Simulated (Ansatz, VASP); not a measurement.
Tc: VASP beside Ansatz

```xyz
1
Lattice="0.0000 1.9500 1.9305 1.9500 0.0000 1.9305 1.9500 1.9500 0.0000" Properties=species:S:1:pos:R:3 pbc="T T T"
Tc    0.0000    0.0000    0.0000
```

Change from the starting cell: zz strain of -1 %, crystal datasets.

Alike in both runs: task electric field gradients; functional PBEsol; k mesh 18 × 18 × 18; occupations fermi-dirac, width 0.03 eV; no spin polarisation.

|  | VASP | Ansatz |
| --- | --- | --- |
| version | VASP 6.6.1 | Ansatz 0.2.0 |
| potentials or method | VASP PAW PBE potentials, release 64 (Tc_pv), cutoff 520 eV | all-electron PAW with datasets made for the crystal, scalar-relativistic |

|  | VASP | Ansatz | Ansatz less VASP |
| --- | --- | --- | --- |
| pressure (GPa) | -13.2 | -12.5 | +0.63 |
| traceless stress, the component that is largest in VASP (GPa) | 1.27 | 1.27 | +0.004 |
| size of Vzz on the site where it differs most (V/Å²) | 2.1 | 2.2 | +0.06 |

VASP's potentials were made for PBE, not for PBEsol. Ansatz ran all-electron here, and VASP with PAW potentials.
